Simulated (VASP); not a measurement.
# Sb in VASP: settings compared, part 2 of 2

VASP 6.6.1. The steps go on from the part before.

### Step 4. Single point, PBEsol+D3(BJ)

INCAR reads:

```
SYSTEM = Sb
  ALGO = Normal
  DIPOL = 0.5 0.5 0.492
  EDIFF = 1E-6
  ENCUT = 520
  GGA = PS
  IDIPOL = 3
  ISIF = 2
  ISMEAR = -1
  IVDW = 12
  LASPH = .True.
  LCHARG = .False.
  LDIPOL = .True.
  LREAL = .False.
  LWAVE = .False.
  NBANDS = 20
  NELM = 100
  PREC = Accurate
  SIGMA = 0.05
```

KPOINTS reads:

```
k-points
0
Gamma
  8 6 1
  0 0 0
```

POSCAR reads:

```
Sb
1.0
    3.1600000000      0.0000000000      0.0000000000
    0.0000000000      4.4689148571      0.0000000000
    0.0000000000      0.0000000000     23.9378297142
Sb
5
Direct
    0.0000000000      0.5000000000      0.3133116114
    0.0000000000      0.0000000000      0.4066558057
    0.0000000000      0.5000000000      0.4915341561
    0.0000000000      0.0000000000      0.5845483647
    0.0000000000      0.5000000000      0.6641490033
```

Potentials or basis: VASP PAW PBE potentials, release 64 (Sb).

Launch:

```bash
cat potpaw_PBE.64/Sb/POTCAR > POTCAR
mpirun -np 1 vasp_std > vasp.out
```

OUTCAR:

```text
SYSTEM = Sb
   EDIFF = 1E-6
   ENCUT = 520
   GGA = PS
   ISIF = 2
   ISMEAR = -1
   IVDW = 12
   LASPH = .True.
   LREAL = .False.
   NELM = 100
   PREC = Accurate
 IVDW          = 12

 ion  position               nearest neighbor table
   1  0.000  0.500  0.313-   2 3.16   2 3.16
   2  0.000  0.000  0.407-   3 3.02   3 3.02   1 3.16   1 3.16
   3  0.000  0.500  0.492-   2 3.02   2 3.02   4 3.15   4 3.15
   4  0.000  0.000  0.585-   5 2.94   5 2.94   3 3.15   3 3.15
   5  0.000  0.500  0.664-   4 2.94   4 2.94

  LATTYP: Found a simple orthorhombic cell.
 ALAT       =     3.1600000000
 B/A-ratio  =     1.4142135624
 C/A-ratio  =     7.5752625678

  Lattice vectors:

 A1 = (   3.1600000000,   0.0000000000,   0.0000000000)
 A2 = (   0.0000000000,   4.4689148571,   0.0000000000)
 A3 = (   0.0000000000,   0.0000000000,  23.9378297142)

Analysis of symmetry for initial positions (statically):
=====================================================================
 Subroutine PRICEL returns:
 Original cell was already a primitive cell.

 Routine SETGRP: Setting up the symmetry group for a
[... 179 lines left out ...]

 k-point     1 :       0.0000    0.0000    0.0000
  band No.  band energies     occupation
      1     -11.6113      2.00000
      2     -10.9203      2.00000
      3      -9.6071      2.00000
      4      -8.1980      2.00000
      5      -7.0269      2.00000
      6      -2.9647      2.00000
[... 449 lines left out ...]
     19       3.9493      0.00000
     20       4.3793      0.00000

------------------------ aborting loop because EDIFF is reached ----------------------------------------

 vacuum level on the upper side and lower side of the slab       (xc-potential included)        -0.233        -0.144

 Edisp (eV)   -1.69175

 E8    (eV) :    -1.1846

  FORCE on cell =-STRESS in cart. coord.  units (eV):
  Direction    XX          YY          ZZ          XY          YZ          ZX
  --------------------------------------------------------------------------------------
  -------------------------------------------------------------------------------------
  Total      -7.78340    -5.28336    -1.73947     0.00000     0.00000     0.00000
  in kB     -36.88977   -25.04074    -8.24430     0.00000     0.00000     0.00000
  external pressure =      -23.39 kB  Pullay stress =        0.00 kB

 VOLUME and BASIS-vectors are now :
 -----------------------------------------------------------------------------
  energy-cutoff  :      520.00
  volume of cell :      338.04
      direct lattice vectors                 reciprocal lattice vectors
     3.160000000  0.000000000  0.000000000     0.316455696  0.000000000  0.000000000
     0.000000000  4.468914857  0.000000000     0.000000000  0.223767969  0.000000000
     0.000000000  0.000000000 23.937829714     0.000000000  0.000000000  0.041774882

 POSITION                                       TOTAL-FORCE (eV/Angst)
 -----------------------------------------------------------------------------------
      0.00000      2.23446      7.50000         0.000000      0.000000      0.791673
      0.00000      0.00000      9.73446         0.000000      0.000000     -0.808617
      0.00000      2.23446     11.76626         0.000000      0.000000      0.030229
      0.00000      0.00000     13.99282         0.000000      0.000000     -0.036835
      0.00000      2.23446     15.89829         0.000000      0.000000      0.023549
 -----------------------------------------------------------------------------------
    total drift:                               -0.000000     -0.000000      0.000048

  FREE ENERGIE OF THE ION-ELECTRON SYSTEM (eV)
  ---------------------------------------------------
  free  energy   TOTEN  =       -23.3194347301 eV

  energy  without entropy=      -23.2966685441  energy(sigma->0) =      -23.30805164

 vacuum level on the upper side and lower side of the slab         4.893         4.979
```

OSZICAR:

```text
N       E                     dE             d eps       ncg     rms          rms(c)
DAV:   1     0.139590660837E+03    0.13959E+03   -0.73021E+03   800   0.870E+02
DAV:   2    -0.864889192207E+01   -0.14824E+03   -0.14227E+03  1120   0.150E+02
DAV:   3    -0.212919791883E+02   -0.12643E+02   -0.12500E+02  1000   0.495E+01
[... 15 lines left out ...]
DAV:  19    -0.216276583723E+02   -0.14626E-04   -0.17505E-06   720   0.464E-03    0.323E-03
DAV:  20    -0.216276694436E+02   -0.11071E-04   -0.28324E-07   720   0.215E-03    0.114E-03
DAV:  21    -0.216276763088E+02   -0.68652E-05   -0.21976E-07   616   0.177E-03    0.755E-04
DAV:  22    -0.216276813153E+02   -0.50065E-05   -0.17717E-07   640   0.133E-03    0.525E-04
DAV:  23    -0.216276820906E+02   -0.77534E-06   -0.16834E-08   544   0.492E-04
   1 F= -.23319435E+02 E0= -.23308052E+02  d E =-.227662E-01
```

stdout:

```text
POSCAR found type information on POSCAR Sb
 POSCAR found :  1 types and       5 ions
 scaLAPACK will be used
 -----------------------------------------------------------------------------
|                                                                             |
|                                                                             |
|     You enforced a specific xc type in the INCAR file but a different       |
|     I HOPE YOU KNOW WHAT YOU ARE DOING!                                     |
|                                                                             |
 -----------------------------------------------------------------------------

 LDA part: xc-table for (Slater+PW92), standard interpolation
 POSCAR, INCAR and KPOINTS ok, starting setup
 FFT: planning ... GRIDC
 FFT: planning ... GRID_SOFT
 FFT: planning ... GRID
 WAVECAR not read
 entering main loop
```

It took 3.7 min on 1 thread of Intel Xeon Platinum 8259CL at 2.50GHz (Skylake/Cascade Lake), shared host; peak memory 0.42 GiB.

Results:

```yaml
Free_energy: -23.3194 eV
Largest_force: 0.809 eV/Å
Dispersion_energy_per_atom: -0.338 eV
```

Forces in eV/Å, atoms in the order of the input:
```
Sb   0.000  0.000  0.792
Sb   0.000  0.000 -0.809
Sb   0.000  0.000  0.030
Sb   0.000  0.000 -0.037
Sb   0.000  0.000  0.024
```

Caveat: three body term missing; the PAW data sets were made with another functional, which shifts forces and pressure a little; spin-orbit coupling is left out, which moves the levels of the heavy elements.

### Step 5. Single point, PBEsol+D4

INCAR reads:

```
  PREC = Accurate
  ENCUT = 520
  EDIFF = 1E-6
  ISMEAR = -1
  SIGMA = 0.05
  LREAL = False
  LASPH = True
  NELM = 100
  ALGO = Normal
  ISIF = 2
  LWAVE = False
  LCHARG = False
  LDIPOL = True
  IDIPOL = 3
  DIPOL = 0.5 0.5 0.493
  GGA = PS
  IVDW = 13
  NBANDS = 20
```

KPOINTS reads:

```
Automatic mesh
0
Gamma
  8 6 1
```

POSCAR reads:

```
Sb
1.0
    3.1600000000      0.0000000000      0.0000000000
    0.0000000000      4.4689148571      0.0000000000
    0.0000000000      0.0000000000     23.9378297142
Sb
5
Direct
    0.0000000000      0.5000000000      0.3133116114
    0.0000000000      0.0000000000      0.4066558057
    0.0000000000      0.5000000000      0.4923034101
    0.0000000000      0.0000000000      0.5856956218
    0.0000000000      0.5000000000      0.6653618300
```

Launch:

```bash
cat potpaw_PBE.64/Sb/POTCAR > POTCAR
mpirun -np 1 vasp_std > vasp.out
```

Wall time 3.5 min (1 thread of Intel Xeon Platinum 8259CL at 2.50GHz (Skylake/Cascade Lake), shared host); peak memory 0.42 GiB.

The run converged. Its results:

| Item | Value |
| --- | --- |
| Free energy | -22.7390 eV |
| Largest force | 0.786 eV/Å |
| Dispersion energy per atom | -0.221 eV |

Forces on the atoms (eV/Å):
```
Sb   0.000  0.000  0.777
Sb   0.000  0.000 -0.786
Sb   0.000  0.000 -0.002
Sb   0.000  0.000 -0.029
Sb   0.000  0.000  0.040
```

Levels at points of the mesh, in eV from the Fermi level:
```tsv
k point	band 9	band 10	band 11	band 12	band 13	band 14	band 15	band 16
(0.00, 0.00, 0.00)	-2.05	-1.21	-0.92	0.19	0.97	1.92	2.79	3.07
(0.50, 0.00, 0.00)	-2.38	-1.67	-1.56	-0.84	-0.80	0.06	0.94	1.03
(0.00, 0.50, 0.00)	-2.96	-1.04	-0.91	1.28	1.91	3.70	4.15	4.59
(0.50, 0.50, 0.00)	-3.34	-3.15	-3.03	-2.73	-1.45	-0.92	1.01	1.21
```

Caveat: the PAW data sets were made with another functional, which shifts forces and pressure a little; spin-orbit coupling is left out, which moves the levels of the heavy elements.

### Step 6. The runs side by side

| level | gap on the mesh (eV) | largest force (eV/Å) |
| --- | --- | --- |
| PBEsol | none | 0.74 |
| PBEsol+D3(BJ) | none | 0.81 |
| PBEsol+D4 | none | 0.79 |

Some of these runs hold the atoms at other places in the same cell, which the table doesn't show; runs alike in all that it shows share one row.

Alike in all rows: task single point; potentials or basis VASP PAW PBE potentials, release 64 (Sb); no spin polarisation; cell as given; k mesh 8 × 6 × 1; cutoff (eV) 520; smearing fermi-dirac 0.05 eV.

Every run on the cell as given and a fine mesh finds a metal.

Caveats: the PAW data sets were made with another functional, which shifts forces and pressure a little; spin-orbit coupling is left out, which moves the levels of the heavy elements; three body term missing (some runs).

Absolute energies hang on the potentials; compare differences alone.
